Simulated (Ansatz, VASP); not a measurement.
## One calculation of BaTiO3, two programs

```xyz
15
Lattice="3.9699 0.0000 0.0000 0.0000 3.9699 0.0000 0.0000 0.0000 16.9247" Properties=species:S:1:pos:R:3 pbc="T T T"
Ti    1.9849    1.9849    3.5000
Ti    1.9849    1.9849    7.4699
Ti    1.9849    1.9849   11.4398
O     1.9849    0.0000    3.5000
O     0.0000    1.9849    3.5000
O     1.9849    1.9849    5.4849
O     1.9849    0.0000    7.4699
O     0.0000    1.9849    7.4699
O     1.9849    1.9849    9.4548
O     1.9849    0.0000   11.4398
O     0.0000    1.9849   11.4398
O     1.9849    1.9849   13.4247
Ba    0.0000    0.0000    5.4849
Ba    0.0000    0.0000    9.4548
Ba    0.0000    0.0000   13.4247
```

Alike in both runs: task single point; functional PBEsol; k mesh 7 × 7 × 1; occupations gaussian, width 0.05 eV; no spin polarisation.

```csv
,VASP,Ansatz
version,VASP 6.6.1,Ansatz 0.2.0
potentials or method,"VASP PAW PBE potentials, release 64 (Ti_sv, O, Ba_sv), cutoff 520 eV","scalar-relativistic, plane waves, PAW"
valence electrons in the cell,120,120
```

|  | VASP | Ansatz | Ansatz less VASP |
| --- | --- | --- | --- |
| gap on the k mesh at the Fermi level (eV) | 0.98 | 1.00 | +0.020 |
| least direct gap on the mesh (eV) | 1.56 | 1.57 | +0.009 |
| rms of the force components (eV/Å) | 0.442 | 0.451 | +0.0083 |

VASP's potentials were made for PBE, not for PBEsol. Ansatz's warnings: vacuum density over bound.

Neither program's run includes spin-orbit coupling.
